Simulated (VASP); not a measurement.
Runs of VASP 6.6.1 on HfH2. The structure is that of space group I4/mmm (No. 139), or close to it. The cells are those of the table. 

```csv
cell,gap on the mesh (eV),pressure (GPa)
"a = 3.499, b = 3.499, c = 4.212 Å, 6 atoms",none,-3.0
"a = 3.395, b = 3.395, c = 4.366 Å, 6 atoms",none,1.6
"a = 3.454, b = 3.454, c = 4.280 Å, 6 atoms",none,-1.2
"a = 3.490, b = 3.490, c = 4.111 Å, 6 atoms",none,(a)
"a = 3.443, b = 3.443, c = 4.322 Å, 6 atoms",none,-1.5
"a = 3.482, b = 3.482, c = 4.153 Å, 6 atoms",none,(b)
"a = 3.487, b = 3.487, c = 4.153 Å, 6 atoms",none,0.0
"a = 3.430, b = 3.430, c = 4.284 Å, 6 atoms",none,1.0
```

Alike in all rows: task single point; level PBEsol; potentials or basis VASP PAW PBE potentials, release 64 (Hf_pv, H); no spin polarisation; k mesh 10 × 10 × 8; cutoff (eV) 520; smearing gaussian 0.1 eV.

Problem. Fill in the values left out.

Solution. (a) 1.2; (b) 0.6.

Caveats: the PAW data sets were made with another functional, which shifts forces and pressure a little; spin-orbit coupling is left out, which moves the levels of the heavy elements; the cell stands under tension (at least some runs).

A k mesh can miss the band edges, and the runs leave out spin-orbit coupling on Hf.

A gap of «none» marks levels without a gap at the run's occupations.
